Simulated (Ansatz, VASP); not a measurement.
# Two plane-wave programs on Cs

INCAR

```
SYSTEM = Cs
PREC = Accurate ; ENCUT = 520
EDIFF = 1E-7 ; ISMEAR = -1
SIGMA = 0.1 ; LREAL = .FALSE.
LASPH = .TRUE. ; NELM = 100
ALGO = Normal ; ISIF = 2
LWAVE = .FALSE. ; LCHARG = .FALSE.
GGA = PS ; NBANDS = 26
```

File KPOINTS:

```
Automatic mesh
0
G
  8 8 2
  0 0 0
```

Contents of POSCAR:

```
Cs
1.0
    5.1608145952      0.0000000000      0.0000000000
   -2.5804072976      4.4693965437      0.0000000000
    0.0000000000      0.0000000000     16.8552204677
Cs
4
Direct
    0.0000000000      0.0000000000      0.0000000000
    0.0000000000      0.0000000000      0.5000000000
    0.3333333333      0.6666666667      0.2500000000
    0.6666666667      0.3333333333      0.7500000000
```

Input for Ansatz:

```yaml
crystal:
  lattice:
    - [5.1608145952, 0.0, 0.0]
    - [-2.5804072976, 4.4693965437, 0.0]
    - [0.0, 0.0, 16.8552204677]
  atoms:
    - { symbol: Cs, position: [0.0, 0.0, 0.0] }
    - { symbol: Cs, position: [0.0, 0.0, 0.5] }
    - { symbol: Cs, position: [0.3333333333, 0.6666666667, 0.25] }
    - { symbol: Cs, position: [0.6666666667, 0.3333333333, 0.75] }
hamiltonian:
  xc: pbesol
  pseudopotentials:
    kind: paw
    azcp:
      Cs: "pseudopotentials/Cs.paw.azcp"
basis:
  ecutwfc: 420
  fft_grid_basis: typed
kpoints:
  mp_grid: { grid: [8, 8, 2], shift: [0, 0, 0] }
magnetization:
  spin_polarized: false
scf:
  occupations: { method: fermi_dirac, width: 0.1 }
  lower_state_search: "off"
output:
  stress: true
  write_density: true
  write_potential: true
  elf: true
  volumetric_format: npy
```

Alike in both runs: task single point; functional PBEsol; k mesh 8 × 8 × 2; occupations fermi-dirac, width 0.1 eV; no spin polarisation.

|  | VASP | Ansatz |
| --- | --- | --- |
| version | VASP 6.6.1 | Ansatz 0.2.0 |
| potentials or method | VASP PAW PBE potentials, release 64 (Cs_sv), cutoff 520 eV | plane waves (420 eV) with PAW, scalar-relativistic |
| valence electrons in the cell | 36 | 36 |

|  | VASP | Ansatz | Ansatz less VASP |
| --- | --- | --- | --- |
| pressure (GPa) | 0.3 | 0.3 | +0.01 |

VASP's potentials were made for PBE, not for PBEsol, and Ansatz warns of the same on its side. With one functional, cell and mesh, what is left measures potentials, basis and numerics.

Spin-orbit coupling is off throughout.
